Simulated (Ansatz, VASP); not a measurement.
## Two plane-wave programs on ZnS

File INCAR:

```
ALGO     = Normal         # electronic algorithm
EDIFF    = 1E-7           # SCF threshold, eV
EDIFFG   = -0.02          # ionic threshold
ENCUT    = 520            # plane-wave cutoff, eV
GGA      = PE             # functional
IBRION   = 2              # ionic algorithm
ISIF     = 2              # what is computed and relaxed
ISMEAR   = -1             # smearing method
LASPH    = True           # aspherical terms in the spheres
LCHARG   = False          # write CHGCAR
LREAL    = False          # projectors in reciprocal space
LWAVE    = False          # write WAVECAR
NELM     = 80             # most SCF steps
NSW      = 80             # ionic steps
PREC     = Accurate       # precision mode
SIGMA    = 0.02           # smearing width, eV
```

The input KPOINTS:

```
k-points
0
Gamma
  14 14 14
```

POSCAR

```
ZnS
1.0
    0.0000000000      2.7072500000      2.7884675000
    2.7072500000      0.0000000000      2.7884675000
    2.7072500000      2.7072500000      0.0000000000
Zn S
1 1
Direct
    0.0000000000      0.0000000000      0.0000000000
    0.2500000000      0.2500000000      0.2500000000
```

Input for Ansatz:

```yaml
crystal:
  lattice:
    - [0.0, 2.70725, 2.7884675]
    - [2.70725, 0.0, 2.7884675]
    - [2.70725, 2.70725, 0.0]
  atoms:
    - { symbol: Zn, position: [0.0, 0.0, 0.0] }
    - { symbol: S, position: [0.25, 0.25, 0.25] }
kpoints:
  mp_grid: { grid: [14, 14, 14] }
scf:
  occupations: { method: fermi_dirac, width: 0.02 }
hamiltonian:
  xc: pbe
  pseudopotentials: { kind: paw }
output:
  forces: true
  stress: true
  populations: true
  efg:
    quadrupole_moments_barn: { Zn: 0.122, S: -0.0694 }
    contact_densities: true
relax:
  f_tol: 0.02
  max_steps: 60
```

Change from the starting cell: z stretched by +3 %, ions relaxed.

Alike in both runs: task relaxation of the atoms; functional PBE; k mesh 14 × 14 × 14; occupations fermi-dirac, width 0.02 eV; no spin polarisation.

|  | VASP | Ansatz |
| --- | --- | --- |
| version | VASP 6.6.1 | Ansatz 0.2.0 |
| potentials or method | VASP PAW PBE potentials, release 64 (Zn, S) | plane-wave PAW, scalar-relativistic |
| plane-wave cutoff (eV) | 520 | 420 |
| valence electrons in the cell | 18 | 18 |

|  | VASP | Ansatz | Ansatz less VASP |
| --- | --- | --- | --- |
| gap on the k mesh at the Fermi level, each at its own relaxed structure (eV) | 1.92 | 1.92 | -0.004 |

Ansatz's warnings: stress scf threshold loose.

Noted on VASP's run: the relaxation stopped at its first step, so nothing moved.
